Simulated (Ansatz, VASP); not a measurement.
**One calculation of B5N, two programs**

```xyz
6
Lattice="3.2958 0.0000 0.0000 -1.6479 2.8542 0.0000 0.0000 0.0000 5.7845" Properties=species:S:1:pos:R:3 pbc="T T T"
B     0.8259    1.4304    0.0000
B     0.0000    1.9028    2.8923
B    -0.8220    1.4238    0.0000
B     1.6440    0.0000    0.0000
B     1.6479    0.9514    2.8923
N     0.0000    0.0000    2.8923
```

Change from the starting cell: species swapped into the MgPd5 type (P-62m, No. 189).

Alike in both runs: functional PBE; k mesh 6 × 6 × 6; occupations gaussian, width 0.1 eV; no spin polarisation.

Ansatz relaxed the structure, and its values are those at the end. VASP's run is a single point on that final structure, the one shown.

|  | VASP | Ansatz |
| --- | --- | --- |
| version | VASP 6.6.1 | Ansatz 0.2.0 |
| potentials or method | VASP PAW PBE potentials, release 64 (B, N), cutoff 520 eV | scalar-relativistic, plane waves, PAW |
| valence electrons in the cell | 20 | 20 |

VASP gave:

```
gap on the k mesh at the Fermi level (eV) : none
pressure (GPa)                            : 0.0
```

Task: What did Ansatz give for the same quantities?

Result: gap on the k mesh at the Fermi level (eV): none; pressure (GPa): 0.1.

A gap of «none» marks a metal or a gap that the smearing closes.

The k mesh is coarse, so the values compare programs but aren't converged.
